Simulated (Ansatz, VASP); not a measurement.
## Two plane-wave programs on Si

File INCAR:

```
SYSTEM = Si
  PREC = Accurate
  ENCUT = 520
  EDIFF = 1E-7
  ISMEAR = 0
  SIGMA = 0.15
  LREAL = .False.
  LASPH = .True.
  NELM = 80
  ALGO = Normal
  ISIF = 2
  LWAVE = .False.
  LCHARG = .False.
  GGA = CA
  NBANDS = 11
```

Contents of KPOINTS:

```
regular mesh
0
Gamma
  24 24 14
  0 0 0
```

POSCAR

```
Si
1.0
    2.7305986868      0.0000000000      0.0000000000
   -1.3652993434      2.3647678303      0.0000000000
    0.0000000000      0.0000000000      4.6098685497
Si
2
Direct
    0.3333333333      0.6666666667      0.2500000000
    0.6666666667      0.3333333333      0.7500000000
```

Input for Ansatz:

```yaml
crystal:
  lattice:
    - [2.7305986868, 0.0, 0.0]
    - [-1.3652993434, 2.3647678303, 0.0]
    - [0.0, 0.0, 4.6098685497]
  atoms:
    - { symbol: Si, position: [0.3333333333, 0.6666666667, 0.25] }
    - { symbol: Si, position: [0.6666666667, 0.3333333333, 0.75] }
basis:
  ecutwfc: 420
kpoints:
  mp_grid: { grid: [24, 24, 14] }
hamiltonian:
  xc: lda
scf:
  occupations: { method: gaussian, width: 0.15 }
output:
  forces: true
  stress: true
  eigenvalues: true
```

Change from the starting cell: strain +0.030 along x and y, +0.015 along z, atoms carried along.

Alike in both runs: task single point; functional LDA; k mesh 24 × 24 × 14; occupations gaussian, width 0.15 eV; no spin polarisation.

```csv
,VASP,Ansatz
version,VASP 6.6.1,Ansatz 0.2.0
potentials or method,"VASP PAW LDA potentials, release 64 (Si), cutoff 520 eV","scalar-relativistic, plane waves, PAW"
valence electrons in the cell,8,8
```

VASP gave:

```
gap on the k mesh at the Fermi level (eV)                     : none
pressure (GPa)                                                : -6.0
traceless stress, the component that is largest in VASP (GPa) : 0.87
```

Q: Which values does Ansatz return?

A: gap on the k mesh at the Fermi level (eV): none; pressure (GPa): -6.1; traceless stress, the component that is largest in VASP (GPa): 0.87.

LDA's correlation is that of Perdew and Zunger in VASP and of Perdew and Wang (1992) in Ansatz. A gap of «none» marks a metal or a gap that the smearing closes.
